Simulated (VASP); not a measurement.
Input of a VASP 6.6.1 run:

File INCAR:

```
SYSTEM = BP
PREC = Accurate ; ENCUT = 520
EDIFF = 1E-6 ; ISMEAR = 0
SIGMA = 0.05 ; LREAL = .False.
LASPH = .True. ; NELM = 100
ALGO = Normal ; ISIF = 2
LWAVE = .False. ; LCHARG = .True.
GGA = PE ; LELF = .True.
LVHAR = .True. ; NBANDS = 11
```

File KPOINTS:

```
regular mesh
0
Gamma
  10 10 10
  0 0 0
```

Contents of POSCAR:

```
BP
1.0
    0.0000000000      2.2741518671      2.2400395891
    2.2741518671      0.0000000000      2.2400395891
    2.2741518671      2.2741518671      0.0000000000
B P
1 1
Direct
    0.0000000000      0.0000000000      0.0000000000
    0.7500000000      0.7500000000      0.7500000000
```

Potentials or basis: VASP PAW PBE potentials, release 64 (B, P).

Run with:

```sh
$ cat potpaw_PBE.64/B/POTCAR potpaw_PBE.64/P/POTCAR > POTCAR
$ mpirun -np 1 vasp_std > vasp.out
```

**Question.** Predict the pressure.

**Answer.** 2.3 GPa.

**Question.** What does it give for the band gap on the k mesh?

**Answer.** 1.00 eV, indirect (least direct gap 3.26 eV).

Stress tensor (GPa, compression positive):
```
0.95 0.00 0.00
0.00 0.95 0.00
0.00 0.00 4.94
```

Caveat: the cell differs from its parent crystal (strain +0.000 along x and y, -0.015 along z). A k mesh can miss the band edges.
